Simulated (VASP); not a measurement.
# Be16H (a cell with a defect) in VASP: relaxation of the atoms with PBEsol

Aim: the relaxation of the atoms of Be16H (a cell with a defect) with PBEsol.

Program: VASP 6.6.1. These are calculated values, not measurements. Logs are shortened: lines on timing, memory, paths and dates and some standing lists are left out, and cuts for length are marked.

**1. The cell of the first run**

The cell holds a defect, 17 atoms: a = 4.580 Å, b = 3.966 Å, c = 7.177 Å, α = 90.00°, β = 90.00°, γ = 90.00°.

**2. Relaxation of the atoms, PBEsol**

INCAR

```
PREC = Accurate ; ENCUT = 520
EDIFF = 1E-6 ; ISMEAR = -1
SIGMA = 0.1 ; LREAL = Auto
LASPH = True ; NELM = 60
ALGO = Normal ; ISIF = 2
LWAVE = False ; LCHARG = False
GGA = PS ; IBRION = 2
NSW = 45 ; EDIFFG = -0.08
```

KPOINTS

```
regular mesh
0
Gamma
  2 3 2
```

POSCAR

```
Be16H
1.0
   -2.2900000000     -3.9663960000      0.0000000000
    3.4350000000     -1.9831980000      0.0000000000
    0.0000000000      0.0000000000      7.1768600000
Be H
16 1
Direct
    0.7500000000      0.5000000000      0.0000000000
    0.5000000000      0.3333333000      0.2500000000
    0.7500000000      0.5000000000      0.5000000000
    0.5000000000      0.3333333000      0.7500000000
    0.5000000000      0.0000000000      0.0000000000
    0.2500000000      0.8333333000      0.2500000000
    0.5000000000      0.0000000000      0.5000000000
    0.2500000000      0.8333333000      0.7500000000
    0.2500000000      0.5000000000      0.0000000000
    0.0000000000      0.3333333000      0.2500000000
    0.2500000000      0.5000000000      0.5000000000
    0.0000000000      0.3333333000      0.7500000000
    0.0000000000      0.0000000000      0.0000000000
    0.7500000000      0.8333333000      0.2500000000
    0.0000000000      0.0000000000      0.5000000000
    0.7500000000      0.8333333000      0.7500000000
   -0.0210212000      0.6732291000      0.3701876000
```

Potentials or basis: VASP PAW PBE potentials, release 64 (Be, H).

The run is started by

```sh
cat potpaw_PBE.64/Be/POTCAR potpaw_PBE.64/H/POTCAR > POTCAR
mpirun -np 1 vasp_std > vasp.out
```

OUTCAR:

```text
PREC = Accurate
   ENCUT = 520
   EDIFF = 1E-6
   ISMEAR = -1
   LREAL = Auto
   LASPH = True
   NELM = 60
   ISIF = 2
   GGA = PS
   IBRION = 2
   NSW = 45
   EDIFFG = -0.08

 ion  position               nearest neighbor table
   1  0.750  0.500  0.000-  14 2.23  16 2.23   2 2.23   4 2.23  10 2.23  12 2.23   9 2.29  13 2.29
                             5 2.29   9 2.29  13 2.29   5 2.29
   2  0.500  0.333  0.250-   5 2.23   7 2.23   1 2.23   3 2.23   9 2.23  11 2.23  10 2.29  14 2.29
                             6 2.29  10 2.29  14 2.29   6 2.29
   3  0.750  0.500  0.500-  17 1.56  16 2.23  14 2.23   4 2.23   2 2.23  12 2.23  10 2.23  11 2.29
                            15 2.29   7 2.29  11 2.29  15 2.29   7 2.29
   4  0.500  0.333  0.750-   5 2.23   7 2.23   1 2.23   3 2.23   9 2.23  11 2.23  12 2.29  16 2.29
                             8 2.29  12 2.29  16 2.29   8 2.29
   5  0.500  0.000  0.000-   2 2.23   4 2.23   6 2.23   8 2.23  14 2.23  16 2.23   1 2.29  13 2.29
                             9 2.29  13 2.29   9 2.29   1 2.29
   6  0.250  0.833  0.250-   9 2.23  11 2.23   5 2.23   7 2.23  13 2.23  15 2.23  14 2.29   2 2.29
                            10 2.29  14 2.29  10 2.29   2 2.29
   7  0.500  0.000  0.500-   2 2.23   4 2.23   6 2.23   8 2.23  14 2.23  16 2.23  15 2.29   3 2.29
                            11 2.29  15 2.29  11 2.29   3 2.29
   8  0.250  0.833  0.750-   9 2.23  11 2.23   5 2.23   7 2.23  13 2.23  15 2.23   4 2.29  16 2.29
                            12 2.29  16 2.29  12 2.29   4 2.29
   9  0.250  0.500  0.000-   6 2.23   8 2.23  10 2.23  12 2.23   2 2.23   4 2.23   1 2.29   5 2.29
                            13 2.29   1 2.29  13 2.29   5 2.29
  10  0.000  0.333  0.250-  17 1.60  15 2.23  13 2.23  11 2.23   9 2.23   3 2.23   1 2.23   6 2.29
                             2 2.29  14 2.29   2 2.29  14 2.29   6 2.29
  11  0.250  0.500  0.500-   6 2.23   8 2.23  10 2.23  12 2.23   2 2.23   4 2.23   7 2.29   3 2.29
                            15 2.29   3 2.29  15 2.29   7 2.29
  12  0.000  0.333  0.750-  13 2.23  15 2.23   9 2.23  11 2.23   1 2.23   3 2.23   4 2.29   8 2.29
                            16 2.29   4 2.29  16 2.29   8 2.29
  13  0.000  0.000  0.000-  10 2.23  12 2.23  14 2.23  16 2.23   6 2.23   8 2.23   5 2.29   9 2.29
                             1 2.29   5 2.29   9 2.29   1 2.29
  14  0.750  0.833  0.250-  17 1.50   3 2.23   1 2.23  15 2.23  13 2.23   7 2.23   5 2.23  10 2.29
                             6 2.29   2 2.29   6 2.29  10 2.29   2 2.29
  15  0.000  0.000  0.500-  17 1.60  12 2.23  10 2.23  16 2.23  14 2.23   8 2.23   6 2.23   7 2.29
                            11 2.29   3 2.29   7 2.29  11 2.29   3 2.29
  16  0.750  0.833  0.750-   1 2.23   3 2.23  13 2.23  15 2.23   5 2.23   7 2.23   8 2.29  12 2.29
                             4 2.29   8 2.29  12 2.29   4 2.29
  17  0.979  0.673  0.370-  14 1.50   3 1.56  15 1.60  10 1.60

  LATTYP: Found a simple orthorhombic cell.
 ALAT       =     3.9663962620
 B/A-ratio  =     1.1547004875
 C/A-ratio  =     1.8094157835

  Lattice vectors:

 A1 = (  -3.4350000000,   1.9831980000,   0.0000000000)
 A2 = (  -2.2900000000,  -3.9663960000,   0.0000000000)
 A3 = (   0.0000000000,   0.0000000000,   7.1768600000)

Analysis of symmetry for initial positions (statically):
=====================================================================
 Subroutine PRICEL returns:
 Original cell was already a primitive cell.

 Routine SETGRP: Setting up the symmetry group for a
 simple orthorhombic supercell.

 Subroutine GETGRP returns: Found  1 space group operations
 (whereof  1 operations were pure point group operations)
 out of a pool of  8 trial point group operations.

The static configuration has the point symmetry C_1 .

Analysis of symmetry for dynamics (positions and initial velocities):
=====================================================================
 Subroutine PRICEL returns:
 Original cell was already a primitive cell.

 Routine SETGRP: Setting up the symmetry group for a
 simple orthorhombic supercell.

 Subroutine GETGRP returns: Found  1 space group operations
 (whereof  1 operations were pure point group operations)
 out of a pool of  8 trial point group operations.

The dynamic configuration has the point symmetry C_1 .

 Subroutine INISYM returns: Found  1 space group operations
 (whereof  1 operations are pure point group operations),
 and found     1 'primitive' translations

----------------------------------------------------------------------------------------

                                     Primitive cell

  volume of cell :     130.3755

  direct lattice vectors                    reciprocal lattice vectors
    -2.290000000 -3.966396000  0.000000000    -0.109170306 -0.189088533  0.000000000
     3.435000000 -1.983198000  0.000000000     0.218340611 -0.126059022  0.000000000
     0.000000000  0.000000000  7.176860000     0.000000000  0.000000000  0.139336702

  length of vectors
     4.579999697  3.966396262  7.176860000     0.218340626  0.252118027  0.139336702

  position of ions in fractional coordinates (direct lattice)
     0.750000000  0.500000000  0.000000000
     0.500000000  0.333333300  0.250000000
     0.750000000  0.500000000  0.500000000
     0.500000000  0.333333300  0.750000000
     0.500000000  0.000000000  0.000000000
     0.250000000  0.833333300  0.250000000
[... 9 lines left out ...]
     0.750000000  0.833333300  0.750000000
     0.978978800  0.673229100  0.370187600

  ion indices of the primitive-cell ions
   primitive index   ion index
                 1           1
                 2           2
                 3           3
                 4           4
                 5           5
                 6           6
[... 9 lines left out ...]
                16          16
                17          17

----------------------------------------------------------------------------------------

 KPOINTS: regular mesh

Automatic generation of k-mesh.
 Grid dimensions read from file:
 generate k-points for:    2    3    2

 Generating k-lattice:

  Cartesian coordinates                     Fractional coordinates (reciprocal lattice)
    -0.054585153 -0.094544266  0.000000000     0.500000000  0.000000000  0.000000000
     0.072780204 -0.042019674  0.000000000    -0.000000000  0.333333333  0.000000000
     0.000000000  0.000000000  0.069668351     0.000000000  0.000000000  0.500000000

  Length of vectors
     0.109170313  0.084039342  0.069668351

  Shift w.r.t. Gamma in fractional coordinates (k-lattice)
     0.000000000  0.000000000  0.000000000

 Subroutine IBZKPT returns following result:
 ===========================================

 Found      8 irreducible k-points:

 Following reciprocal coordinates:
            Coordinates               Weight
  0.000000  0.000000  0.000000      1.000000
  0.500000  0.000000  0.000000      1.000000
  0.000000  0.333333  0.000000      2.000000
  0.500000  0.333333  0.000000      2.000000
  0.000000  0.000000  0.500000      1.000000
  0.500000  0.000000  0.500000      1.000000
  0.000000  0.333333  0.500000      2.000000
  0.500000  0.333333  0.500000      2.000000
   k-points           NKPTS =      8   k-points in BZ     NKDIM =      8   number of bands    NBANDS=     25
   number of dos      NEDOS =    301   number of ions     NIONS =     17
   total plane-waves  NPLWV =  58320
   dimension x,y,z NGX =    36 NGY =   30 NGZ =   54
   dimension x,y,z NGXF=    72 NGYF=   60 NGZF=  108
   ions per type =              16   1
   NGX,Y,Z   is equivalent  to a cutoff of  13.07, 12.57, 12.51 a.u.
   NGXF,Y,Z  is equivalent  to a cutoff of  26.13, 25.15, 25.02 a.u.
 SYSTEM =  unknown system
   PREC   = accura    normal or accurate (medium, high low for compatibility)
   ISTART =      0    job   : 0-new  1-cont  2-samecut
   ICHARG =      2    charge: 1-file 2-atom 10-const
   ISPIN  =      1    spin polarized calculation?
   LNONCOLLINEAR =      F non collinear calculations
   LSORBIT =      F    spin-orbit coupling
   LASPH  =      T    aspherical Exc in radial PAW
   ENCUT  =  520.0 eV  38.22 Ry    6.18 a.u.   8.52  7.37 13.34*2*pi/ulx,y,z
   NELM   =     60;   NELMIN=  2; NELMDL= -5     # of ELM steps
   EDIFF  = 0.1E-05   stopping-criterion for ELM
   LREAL  =      T    real-space projection
   EDIFFG = -.8E-01   stopping-criterion for IOM
   NSW    =     45    number of steps for IOM
   IBRION =      2    ionic relax: 0-MD 1-quasi-New 2-CG
   NFREE  =      1    steps in history (QN), initial steepest desc. (CG)
   ISIF   =      2    stress and relaxation
   ISYM   =      2    0-nonsym 1-usesym 2-fastsym
   POTIM  = 0.5000    time-step for ionic-motion
   TEBEG  =    0.0;   TEEND  =   0.0 temperature during run
   PSTRESS=    0.0 pullay stress
   NELECT =      33.0000    total number of electrons
   NUPDOWN=      -1.0000    fix difference up-down
   EMIN   =  10.00;   EMAX   =-10.00  energy-range for DOS
   EFERMI =   0.00;   METHOD = LEGACY
   ISMEAR =    -1;   SIGMA  =   0.10  broadening in eV -4-tet -1-fermi 0-gaus
   EFERMI_NEDOS =   21; number of points for ismear=-14 and -15
   IALGO  =     38    algorithm
   IMIX   =      4    mixing-type and parameters
     AMIX     =   0.40;   BMIX     =  1.00
     AMIX_MAG =   1.60;   BMIX_MAG =  1.00
  volume/ion in A,a.u.               =       7.67        51.75
  Fermi-wavevector in a.u.,A,eV,Ry     =   1.035573  1.956950 14.591049  1.072412
  Thomas-Fermi vector in A             =   2.169923
   LORBIT       =      0    0 simple, 1 ext, 2 COOP (PROOUT), +10 PAW based schemes
   GGA     = PS    functional components
   LHFCALC =     F    Hartree Fock is set to
   AEXX    =    0.0000 exact exchange contribution
   IVDW    =     0    specifies the selected vdW correction
   LEPSILON=     F    determine dielectric tensor
   LRPA    =     F    only Hartree local field effects (RPA)
 conjugate gradient relaxation of ions
 non-spin polarized calculation
  energy-cutoff  :      520.00
  volume of cell :      130.38
 maximum number of plane-waves:      3536
 NGX is ok and might be reduce to    36
   NGX = 17   NGY = 15   NGZ = 27

--------------------------------------- Ionic step        1  -------------------------------------------

 number of electron      33.0000000 magnetization

 Free energy of the ion-electron system (eV)
  ---------------------------------------------------
  ext. energy  EPLUGINS =         0.00000000
  ---------------------------------------------------
  free energy    TOTEN  =       -64.83564571 eV

  energy without entropy =      -64.66415956  energy(sigma->0) =      -64.74990263

------------------------ aborting loop because EDIFF is reached ----------------------------------------

  FORCE on cell =-STRESS in cart. coord.  units (eV):
  Direction    XX          YY          ZZ          XY          YZ          ZX
  --------------------------------------------------------------------------------------
  -------------------------------------------------------------------------------------
  Total        1.8029405     -3.0793239      1.7614315     -4.0680014     -0.5908201      0.8460107
  in kB       22.1562342    -37.8416380     21.6461328    -49.9914410     -7.2605552     10.3965775
  external PRESSURE =       1.9869097 kB  Pullay stress =       0.0000000 kB
[... 189 lines left out ...]
  energy  without entropy=      -64.7431342013  energy(sigma->0) =      -64.83352770

--------------------------------------- Ionic step        5  -------------------------------------------

 number of electron      33.0000000 magnetization

 Free energy of the ion-electron system (eV)
  ---------------------------------------------------
  ext. energy  EPLUGINS =         0.00000000
  ---------------------------------------------------
  free energy    TOTEN  =       -64.92614316 eV

  energy without entropy =      -64.74547302  energy(sigma->0) =      -64.83580809

 E-fermi :   7.6228     XC(G=0): -10.5894

 val. band max:        7.6098620156   @ k =   0.5000   0.3333   0.0000
 cond. band min:       7.6739709967   @ k =   0.5000   0.0000   0.0000
 fundamental gap:      0.0641089811
 Fermi energy:         7.6228218609

 k-point     1 :       0.0000    0.0000    0.0000
  band No.  band energies     occupation
      1      -5.1439      2.00000
      2      -3.0297      2.00000
      3      -2.1801      2.00000
      4      -0.1747      2.00000
      5       0.9475      2.00000
      6       1.5349      2.00000
[... 257 lines left out ...]
  FREE ENERGIE OF THE ION-ELECTRON SYSTEM (eV)
  ---------------------------------------------------
  free  energy   TOTEN  =       -64.9261431607 eV

  energy  without entropy=      -64.7454730192  energy(sigma->0) =      -64.83580809

 reached required accuracy - stopping structural energy minimisation
```

Run time: 3.3 min. Hardware: 1 thread of Oxide Virtual Turin-like, shared host; peak memory 0.2 GiB.

What came out:

* Free energy: -64.9261 eV
* Energy gained by relaxing: 5.3 meV/atom
* Ionic steps: 5
* Pressure after relaxing: 0.0 GPa
* Largest force after relaxing: 0.066 eV/Å

Forces in eV/Å, atoms in the order of the input:
```
Be   0.034  0.040  0.036
Be  -0.008  0.009  0.000
Be   0.021  0.008  0.008
Be   0.008  0.008 -0.047
Be  -0.005  0.012  0.054
Be  -0.014  0.007 -0.028
Be   0.006 -0.001  0.004
Be  -0.025 -0.020 -0.030
Be  -0.003 -0.032  0.028
Be   0.022 -0.012  0.005
Be   0.006 -0.016  0.032
Be   0.023 -0.018  0.002
Be  -0.019  0.011 -0.010
Be  -0.028  0.008  0.002
Be  -0.012  0.006 -0.009
Be   0.019  0.048 -0.035
H   -0.024 -0.060 -0.013
```

Stress tensor (GPa, compression positive):
```
 2.13 -4.91  1.19
-4.91 -3.68 -0.71
 1.19 -0.71  1.49
```

Step by step:
| step | energy change (eV) | largest force (eV/Å) | pressure (GPa) |
| --- | --- | --- | --- |
| 1 | 0.0000 | 0.7133 | 0.20 |
| 2 | -0.0681 | 0.2323 | 0.02 |
| 3 | -0.0814 | 0.2184 | -0.01 |
| 4 | -0.0883 | 0.0901 | -0.02 |
| 5 | -0.0905 | 0.0663 | -0.02 |

Final structure:
```
Be H
1.0
    -2.29000   -3.96640    0.00000
     3.43500   -1.98320    0.00000
     0.00000    0.00000    7.17686
Be H
16 1
Direct
  0.74901 0.49940 0.99959
  0.49776 0.32782 0.24947
  0.74403 0.49256 0.50488
  0.49971 0.32841 0.75383
  0.49926 0.00434 0.99661
  0.25497 0.83713 0.24572
  0.49769 0.00432 0.50102
  0.25007 0.83410 0.74984
  0.25067 0.49948 0.99970
  0.99990 0.32603 0.24653
  0.25606 0.49539 0.50464
  0.99973 0.33586 0.75157
  0.99990 0.99786 0.99829
  0.74344 0.84099 0.24465
  0.00012 0.00995 0.50369
  0.74923 0.83402 0.74955
  0.98743 0.67224 0.37062
```

Caveat: the k points lie up to 0.69 Å⁻¹ apart; the PAW data sets were made with another functional, which shifts forces and pressure a little; the relaxation stopped at a loose force limit of 0.08 eV/Å, so its end isn't a converged minimum.
